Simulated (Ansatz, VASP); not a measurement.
## BaTe in VASP and in Ansatz

Contents of INCAR:

```
PREC = Accurate
ENCUT = 520
EDIFF = 1E-8
ISMEAR = -1
SIGMA = 0.05
LREAL = False
LASPH = True
NELM = 100
ALGO = Normal
ISIF = 2
LWAVE = False
LCHARG = False
GGA = PS
LEFG = True
NBANDS = 15
```

File KPOINTS:

```
regular mesh
0
Gamma
  10 10 10
```

The input POSCAR:

```
BaTe
1.0
    0.0682000000      3.4441000000      3.4441000000
    3.4441000000      0.0682000000      3.4441000000
    3.4441000000      3.4441000000      0.0682000000
Ba Te
1 1
Direct
    0.0000000000      0.0000000000      0.0000000000
    0.5000000000      0.5000000000      0.5000000000
```

Input for Ansatz:

```yaml
crystal:
  lattice:
    - [0.0682, 3.4441, 3.4441]
    - [3.4441, 0.0682, 3.4441]
    - [3.4441, 3.4441, 0.0682]
  atoms:
    - { symbol: Ba, position: [0.0, 0.0, 0.0] }
    - { symbol: Te, position: [0.5, 0.5, 0.5] }
kpoints:
  mp_grid: { grid: [10, 10, 10] }
scf:
  occupations: { method: fermi_dirac, width: 0.05 }
hamiltonian:
  xc: pbesol
  pseudopotentials: { kind: all_electron, datasets: crystal }
output:
  forces: true
  stress: true
  eigenvalues: true
  efg: { contact_densities: true }
```

Change from the starting cell: equal xy, yz and zx shear strains of +2 %, crystal datasets.

Alike in both runs: task electric field gradients; functional PBEsol; k mesh 10 × 10 × 10; occupations fermi-dirac, width 0.05 eV; no spin polarisation.

|  | VASP | Ansatz |
| --- | --- | --- |
| version | VASP 6.6.1 | Ansatz 0.2.0 |
| potentials or method | VASP PAW PBE potentials, release 64 (Ba_sv, Te), cutoff 520 eV | all-electron PAW with datasets made for the crystal, scalar-relativistic |

Ansatz gave:

```
pressure (GPa)                                                : 1.9
traceless stress, the component that is largest in VASP (GPa) : -0.22
size of Vzz on the site where it differs most (V/Å²)          : 9.6
```

Which values does VASP return?

Pressure (GPa): 2.4; traceless stress, the component that is largest in VASP (GPa): -0.21; size of Vzz on the site where it differs most (V/Å²): 9.3.

VASP's potentials were made for PBE, not for PBEsol. Ansatz ran all-electron here, and VASP with PAW potentials.

Spin-orbit coupling is off throughout.
